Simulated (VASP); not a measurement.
Input of a VASP 6.6.1 run:

Contents of INCAR:

```
ALGO = Normal ; EDIFF = 1E-8
ENCUT = 520 ; GGA = PE
ISIF = 2 ; ISMEAR = -1
LASPH = T ; LCHARG = F
LEFG = T ; LREAL = F
LWAVE = F ; NBANDS = 15
NELM = 80 ; PREC = Accurate
SIGMA = 0.03
```

File KPOINTS:

```
k-points
0
Gamma
  7 7 7
```

The input POSCAR:

```
KCl
1.0
    0.0000000000      3.1561000000      3.1245390000
    3.1561000000      0.0000000000      3.1245390000
    3.1561000000      3.1561000000      0.0000000000
K Cl
1 1
Direct
    0.0000000000      0.0000000000      0.0000000000
    0.5000000000      0.5000000000      0.5000000000
```

Potentials or basis: VASP PAW PBE potentials, release 64 (K_sv, Cl).

Launch:

```console
$ cat potpaw_PBE.64/K_sv/POTCAR potpaw_PBE.64/Cl/POTCAR > POTCAR
$ mpirun -np 1 vasp_std > vasp.out
```

Question: Estimate the pressure.

Answer: 0.8 GPa.

Question: Estimate the band gap on the k mesh.

Answer: 5.19 eV, direct.

Electric field gradients, principal values (V/Å²):
| atom | least | middle | greatest (by size) |
| --- | --- | --- | --- |
| 1 K | 0.984 | 0.985 | -1.969 |
| 2 Cl | 0.526 | 0.526 | -1.052 |

Caveat: the cell differs from its parent crystal (zz strain of -1 %); without QUAD_EFG the Cq values of the log hold for a quadrupole moment of 1 mb, not for the nuclei. A k mesh can miss the band edges.
